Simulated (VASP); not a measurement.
Wanted: the native input for a VASP 6.6.1 run.

| Quantity | Value |
| --- | --- |
| Task | single point |
| Functional | PBE |
| Potentials or basis | VASP PAW PBE potentials, release 64 (Ga_d, B, As) |
| Cutoff | 520 eV |
| k mesh | 4 × 4 × 4 |
| Occupations | gaussian, width 0.1 eV |
| Spin | no spin polarisation |
| Dipole correction | no |
| Further INCAR settings | ALGO = Normal; EDIFF = 1e-06; NBANDS = 41 |

The structure of Ga3BAs4 lies in POSCAR:

```
Ga3BAs4
1.0
    5.5169564314      0.0000000000      0.0000000000
    0.0000000000      5.5169564314      0.0000000000
   -2.7584782157     -2.7584782157      5.4754484209
Ga B As
3 1 4
Direct
    0.5000000000      0.5000000000      0.0000000000
    0.7500000000      0.2500000000      0.5000000000
    0.2500000000      0.7500000000      0.5000000000
    0.0000000000      0.0000000000      0.0000000000
    0.1055922610      0.6650140911      0.7706063522
    0.8944077390      0.8944077390      0.2293936478
    0.6650140911      0.1055922610      0.7706063522
    0.3349859089      0.3349859089      0.2293936478
```

These files were run (other wordings do the same):

INCAR

```
PREC = Accurate
ENCUT = 520
EDIFF = 1E-6
ISMEAR = 0
SIGMA = 0.1
LREAL = False
LASPH = True
NELM = 80
ALGO = Normal
ISIF = 2
LWAVE = False
LCHARG = False
GGA = PE
NBANDS = 41
```

KPOINTS

```
regular mesh
0
Gamma
  4 4 4
```

Potentials or basis: VASP PAW PBE potentials, release 64 (Ga_d, B, As).

Command:

```sh
$ cat potpaw_PBE.64/Ga_d/POTCAR potpaw_PBE.64/B/POTCAR potpaw_PBE.64/As/POTCAR > POTCAR
$ mpirun -np 1 vasp_std > vasp.out
```

Results of the run:

- Pressure: 0.2 GPa
- Largest force: 0.018 eV/Å
- Band gap on the k mesh: 0.66 eV

Caveat: semilocal functionals underestimate gaps, and a narrow one can read as zero.

Run time: 67 s on 1 thread of AMD EPYC 9R45 96-Core Processor (Zen 5), with other jobs on the host, peak memory 0.29 GiB.
